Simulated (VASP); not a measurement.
# Cs2Cu (Fd-3m) in VASP: a series of runs

Runs on Cs2Cu. Level: PBE. Tasks: single point, relaxation of cell and atoms.

Program: VASP 6.6.1. These are calculated values, not measurements. Logs are shortened: lines on timing, memory, paths and dates and some standing lists are left out, and cuts for length are marked.

## (1) The cell of the first run

Symmetry: Fd-3m, No. 227, cubic system. The conventional cell has a = 9.423 Å, b = 9.423 Å, c = 9.423 Å, α = 90.00°, β = 90.00°, γ = 90.00°. Within 4.4 Å of Cs (site symmetry -3m) lie 6 Cs at 3.33 Å and 6 Cu at 3.91 Å. Within 5.1 Å of Cu (site symmetry -43m) lie 12 Cs at 3.91 Å and 4 Cu at 4.08 Å.

## (2) Single point, PBE

The input, INCAR:

```
PREC = Accurate ; ENCUT = 520
EDIFF = 1E-6 ; ISMEAR = 0
SIGMA = 0.1 ; LREAL = False
LASPH = True ; NELM = 60
ALGO = Normal ; ISIF = 2
LWAVE = False ; LCHARG = True
GGA = PE ; LELF = True
LVHAR = True ; NBANDS = 38
```

The input, KPOINTS:

```
Automatic mesh
0
Gamma
  4 4 4
```

The input, POSCAR:

```
Cs2Cu
1.0
    0.0000000000      4.7116793964      4.7116793964
    4.7116793964      0.0000000000      4.7116793964
    4.7116793964      4.7116793964      0.0000000000
Cs Cu
4 2
Direct
    0.6250000000      0.6250000000      0.6250000000
    0.1250000000      0.6250000000      0.6250000000
    0.6250000000      0.6250000000      0.1250000000
    0.6250000000      0.1250000000      0.6250000000
    0.0000000000      0.0000000000      0.0000000000
    0.2500000000      0.2500000000      0.2500000000
```

Potentials or basis: VASP PAW PBE potentials, release 64 (Cs_sv, Cu).

Run with:

```
> cat potpaw_PBE.64/Cs_sv/POTCAR potpaw_PBE.64/Cu/POTCAR > POTCAR
> mpirun -np 1 vasp_std > vasp.out
```

OUTCAR:

```text
PREC = Accurate
   ENCUT = 520
   EDIFF = 1E-6
   ISMEAR = 0
   LREAL = False
   LASPH = True
   NELM = 60
   ISIF = 2
   GGA = PE

 ion  position               nearest neighbor table
   1  0.625  0.625  0.625-
   2  0.125  0.625  0.625-
   3  0.625  0.625  0.125-
   4  0.625  0.125  0.625-
   5  0.000  0.000  0.000-
   6  0.250  0.250  0.250-

  LATTYP: Found a face centered cubic cell.
 ALAT       =     9.4233587928

  Lattice vectors:

 A1 = (   0.0000000000,   4.7116793964,   4.7116793964)
 A2 = (   4.7116793964,   0.0000000000,   4.7116793964)
 A3 = (   4.7116793964,   4.7116793964,   0.0000000000)

Analysis of symmetry for initial positions (statically):
=====================================================================
 Subroutine PRICEL returns:
 Original cell was already a primitive cell.

 Routine SETGRP: Setting up the symmetry group for a
 face centered cubic supercell.

 Subroutine GETGRP returns: Found 48 space group operations
 (whereof 24 operations were pure point group operations)
 out of a pool of 48 trial point group operations.

The static configuration has the point symmetry T_d .
 The point group associated with its full space group is O_h .

Analysis of symmetry for dynamics (positions and initial velocities):
=====================================================================
 Subroutine PRICEL returns:
 Original cell was already a primitive cell.

 Routine SETGRP: Setting up the symmetry group for a
 face centered cubic supercell.

 Subroutine GETGRP returns: Found 48 space group operations
 (whereof 24 operations were pure point group operations)
 out of a pool of 48 trial point group operations.

The dynamic configuration has the point symmetry T_d .
 The point group associated with its full space group is O_h .

 Subroutine INISYM returns: Found 48 space group operations
 (whereof 24 operations are pure point group operations),
 and found     1 'primitive' translations

----------------------------------------------------------------------------------------

                                     Primitive cell

  volume of cell :     209.1978

[... 77 lines left out ...]
   ENCUT  =  520.0 eV  38.22 Ry    6.18 a.u.  12.39 12.39 12.39*2*pi/ulx,y,z
   NELM   =     60;   NELMIN=  2; NELMDL= -5     # of ELM steps
   EDIFF  = 0.1E-05   stopping-criterion for ELM
   LREAL  =      F    real-space projection
   EDIFFG = 0.1E-04   stopping-criterion for IOM
   NSW    =      0    number of steps for IOM
   IBRION =     -1    ionic relax: 0-MD 1-quasi-New 2-CG
   NFREE  =      0    steps in history (QN), initial steepest desc. (CG)
   ISIF   =      2    stress and relaxation
   ISYM   =      2    0-nonsym 1-usesym 2-fastsym
   POTIM  = 0.5000    time-step for ionic-motion
   TEBEG  =    0.0;   TEEND  =   0.0 temperature during run
   PSTRESS=    0.0 pullay stress
   NELECT =      58.0000    total number of electrons
   NUPDOWN=      -1.0000    fix difference up-down
   EMIN   =  10.00;   EMAX   =-10.00  energy-range for DOS
   EFERMI =   0.00;   METHOD = LEGACY
   ISMEAR =     0;   SIGMA  =   0.10  broadening in eV -4-tet -1-fermi 0-gaus
   EFERMI_NEDOS =   21; number of points for ismear=-14 and -15
   IALGO  =     38    algorithm
   IMIX   =      4    mixing-type and parameters
     AMIX     =   0.40;   BMIX     =  1.00
     AMIX_MAG =   1.60;   BMIX_MAG =  1.00
  volume/ion in A,a.u.               =      34.87       235.29
  Fermi-wavevector in a.u.,A,eV,Ry     =   1.067493  2.017270 15.504405  1.139542
  Thomas-Fermi vector in A             =   2.203111
   LORBIT       =      0    0 simple, 1 ext, 2 COOP (PROOUT), +10 PAW based schemes
   GGA     = PE    functional components
   LHFCALC =     F    Hartree Fock is set to
   AEXX    =    0.0000 exact exchange contribution
   IVDW    =     0    specifies the selected vdW correction
   LEPSILON=     F    determine dielectric tensor
   LRPA    =     F    only Hartree local field effects (RPA)
 non-spin polarized calculation
 Gauss-broadening in eV      SIGMA  =   0.10
  energy-cutoff  :      520.00
  volume of cell :      209.20
 maximum number of plane-waves:      5658
 NGX is ok and might be reduce to    50
   NGX = 25   NGY = 25   NGZ = 25

 number of electron      58.0000025 magnetization

 Free energy of the ion-electron system (eV)
  ---------------------------------------------------
  ext. energy  EPLUGINS =         0.00000000
  ---------------------------------------------------
  free energy    TOTEN  =        -4.74697896 eV

  energy without entropy =       -4.71146950  energy(sigma->0) =       -4.72922423

 E-fermi :   3.8839     XC(G=0):  -8.8927

 val. band max:        3.8183617674   @ k =   0.5000   0.0000   0.0000
 cond. band min:       3.8987923852   @ k =   0.5000   0.2500   0.0000
 fundamental gap:      0.0804306178
 Fermi energy:         3.8839356476

 k-point     1 :       0.0000    0.0000    0.0000
  band No.  band energies     occupation
      1     -20.9508      2.00000
      2     -19.8850      2.00000
      3     -19.8850      2.00000
      4     -19.8850      2.00000
      5     -10.3787      2.00000
      6      -8.3372      2.00000
[... 317 lines left out ...]
     37       6.2736      0.00000
     38       6.2736      0.00000

------------------------ aborting loop because EDIFF is reached ----------------------------------------

  FORCE on cell =-STRESS in cart. coord.  units (eV):
  Direction    XX          YY          ZZ          XY          YZ          ZX
  --------------------------------------------------------------------------------------
  -------------------------------------------------------------------------------------
  Total        6.8017870      6.8017870      6.8017870      0.0000000      0.0000000      0.0000000
  in kB       52.0926461     52.0926461     52.0926461      0.0000000      0.0000000      0.0000000
  external PRESSURE =      52.0926461 kB  Pullay stress =       0.0000000 kB

 VOLUME and BASIS-vectors are now :
 -----------------------------------------------------------------------------
  energy-cutoff  :      520.00
  volume of cell :      209.20
      direct lattice vectors                 reciprocal lattice vectors
     0.000000000  4.711679396  4.711679396    -0.106119275  0.106119275  0.106119275
     4.711679396  0.000000000  4.711679396     0.106119275 -0.106119275  0.106119275
     4.711679396  4.711679396  0.000000000     0.106119275  0.106119275 -0.106119275

 POSITION                                       TOTAL-FORCE (eV/Angst)
 -----------------------------------------------------------------------------------
      5.88960      5.88960      5.88960        -0.000000      0.000000     -0.000000
      5.88960      3.53376      3.53376        -0.000000      0.000000     -0.000000
      3.53376      3.53376      5.88960        -0.000000      0.000000     -0.000000
      3.53376      5.88960      3.53376        -0.000000      0.000000     -0.000000
      0.00000      0.00000      0.00000         0.000000      0.000000      0.000000
      2.35584      2.35584      2.35584        -0.000000     -0.000000     -0.000000
 -----------------------------------------------------------------------------------
    total drift:                               -0.000000     -0.000000      0.000000

  FREE ENERGIE OF THE ION-ELECTRON SYSTEM (eV)
  ---------------------------------------------------
  free  energy   TOTEN  =        -4.7469789590 eV

  energy  without entropy=       -4.7114695032  energy(sigma->0) =       -4.72922423
```

stdout:

```text
POSCAR found type information on POSCAR CsCu
 POSCAR found :  2 types and       6 ions
 scaLAPACK will be used
 LDA part: xc-table for (Slater+PW92), standard interpolation
 POSCAR, INCAR and KPOINTS ok, starting setup
 FFT: planning ... GRIDC
 FFT: planning ... GRID_SOFT
 FFT: planning ... GRID
 WAVECAR not read
 entering main loop
```

Wall time 57 s (1 thread of Intel Xeon 6975P-C (Granite Rapids), shared host); peak memory 0.35 GiB.

What came out:

```yaml
Free_energy: -4.7470 eV
Pressure: 5.2 GPa
Band_gap_on_the_k_mesh: zero (bands 29 and 30 overlap by 1.70 eV)
```

Caveat: the cell stands under pressure; spin-orbit coupling is left out, which moves the levels of the heavy elements.

[end of part 1 of 2]

The gap in the log of VASP goes by the Fermi energy; the results here count the filled bands.